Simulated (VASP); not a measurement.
Crystal: KCl.

```
K Cl
1.0
     0.00000    3.14488    3.14488
     3.14488    0.00000    3.14488
     3.14488    3.14488    0.00000
K Cl
1 1
Direct
  0.00000 0.00000 0.00000
  0.50000 0.50000 0.50000
```

Program: VASP 6.6.1. Alike in all runs: task single point; potentials or basis VASP PAW PBE potentials, release 64 (K_sv, Cl); no spin polarisation; cell as given; cutoff (eV) 520; smearing gaussian 0.01 eV.

**Question.** Order these runs on this cell by their band gap on the k mesh, lowest first.
A. level PBE; k mesh 8 × 8 × 8
B. level r2SCAN; k mesh 6 × 6 × 6
C. level PBE0; k mesh 6 × 6 × 6; grid for exact exchange (PRECFOCK) Normal; share of exact exchange 0.25

**Answer.** A (5.19 eV), B (5.83 eV), C (7.24 eV).

A k mesh can miss the band edges.
